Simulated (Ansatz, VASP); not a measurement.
**VSi in VASP and in Ansatz**

INCAR

```
SYSTEM = VSi
PREC = Accurate ; ENCUT = 400
EDIFF = 1E-8 ; ISMEAR = -1
SIGMA = 0.05 ; LREAL = .FALSE.
LASPH = .TRUE. ; NELM = 200
ALGO = Normal ; ISIF = 2
LWAVE = .FALSE. ; LCHARG = .FALSE.
ISPIN = 2 ; MAGMOM = 1.5 0
LORBIT = 11 ; LMAXMIX = 4
GGA = PE ; LEFG = .TRUE.
NBANDS = 20 ; GGA_COMPAT = .FALSE.
```

The input KPOINTS:

```
regular mesh
0
G
  11 11 11
  0 0 0
```

File POSCAR:

```
VSi
1.0
    0.0000000000      2.7919407143      2.7919407143
    2.7919407143      0.0000000000      2.7919407143
    2.7919407143      2.7919407143      0.0000000000
V Si
1 1
Direct
    0.0000000000      0.0000000000      0.0000000000
    0.2500000000      0.2500000000      0.2500000000
```

Input for Ansatz:

```yaml
crystal:
  lattice:
    - [0.0, 2.7919407143, 2.7919407143]
    - [2.7919407143, 0.0, 2.7919407143]
    - [2.7919407143, 2.7919407143, 0.0]
  atoms:
    - { symbol: V, position: [0.0, 0.0, 0.0], spin: 1.5 }
    - { symbol: Si, position: [0.25, 0.25, 0.25] }
magnetization:
  spin_polarized: true
kpoints:
  mp_grid: { grid: [11, 11, 11] }
scf:
  occupations: { method: fermi_dirac, width: 0.05 }
hamiltonian:
  xc: pbe
  pseudopotentials: { kind: paw }
output:
  forces: true
  stress: true
  eigenvalues: true
  efg: { contact_densities: true }
```

Change from the starting cell: volume scaled by 1.03, PAW files.

Alike in both runs: task electric field gradients; functional PBE; k mesh 11 × 11 × 11; occupations fermi-dirac, width 0.05 eV; collinear spin.

|  | VASP | Ansatz |
| --- | --- | --- |
| version | VASP 6.6.1 | Ansatz 0.2.0 |
| potentials or method | VASP PAW PBE potentials, release 64 (V_sv, Si) | PAW with Ansatz's default frozen-core files, scalar-relativistic |
| plane-wave cutoff (eV) | 400 | 420 |
| valence electrons in the cell | 17 | 17 |

|  | VASP | Ansatz | Ansatz less VASP |
| --- | --- | --- | --- |
| pressure (GPa) | -2.2 | -1.8 | +0.41 |
| net moment per atom (μB) | 0.35 | 0.35 | -0.002 |
| size of the moment on the site where the two differ most (μB) | 0.70 | 0.64 | -0.062 |

Site moments also hang on the region over which each program counts them.
